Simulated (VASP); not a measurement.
Set up this calculation in VASP 6.6.1, as the native input.

```
Task                   : single point
Functional             : PBEsol
Dispersion             : D3(BJ)
Potentials or basis    : VASP PAW PBE potentials, release 64 (Cd, H, O)
Cutoff                 : 520 eV
k mesh                 : 6 × 6 × 4
Occupations            : gaussian, width 0.01 eV
Spin                   : no spin polarisation
Dipole correction      : no
Further INCAR settings : ALGO = Normal; EDIFF = 1e-06; NBANDS = 21
```

The structure of CdH2O2 lies in POSCAR:

```
CdH2O2
1.0
    3.5769449545      0.0000000000      0.0000000000
   -1.7884724773      3.0977253780      0.0000000000
    0.0000000000      0.0000000000      4.7240954292
Cd H O
1 2 2
Direct
    0.0000000000      0.0000000000      0.0000000000
    0.6666666667      0.3333333333      0.5509610000
    0.3333333333      0.6666666667      0.4490390000
    0.6666666667      0.3333333333      0.7593720000
    0.3333333333      0.6666666667      0.2406280000
```

These files were run (other wordings do the same):

INCAR

```
ALGO = Normal
EDIFF = 1E-6
ENCUT = 520
GGA = PS
ISIF = 2
ISMEAR = 0
IVDW = 12
LASPH = T
LCHARG = F
LREAL = F
LWAVE = F
NBANDS = 21
NELM = 80
PREC = Accurate
SIGMA = 0.01
```

KPOINTS

```
k-points
0
Gamma
  6 6 4
```

Potentials or basis: VASP PAW PBE potentials, release 64 (Cd, H, O).

Command:

```sh
$ cat potpaw_PBE.64/Cd/POTCAR potpaw_PBE.64/H/POTCAR potpaw_PBE.64/O/POTCAR > POTCAR
$ mpirun -np 1 vasp_std > vasp.out
```

Results of the run:

The pressure is -6.7 GPa and the largest force is 0.232 eV/Å. The band gap on the k mesh is 1.47 eV (least direct gap 1.80 eV) and the dispersion energy per atom is -0.095 eV.

Caveat: the cell stands under tension; the PAW data sets were made with another functional, which shifts forces and pressure a little.

Wall time 39 s on 1 thread of AMD EPYC 7R13, with other jobs on the host, peak memory 0.17 GiB.
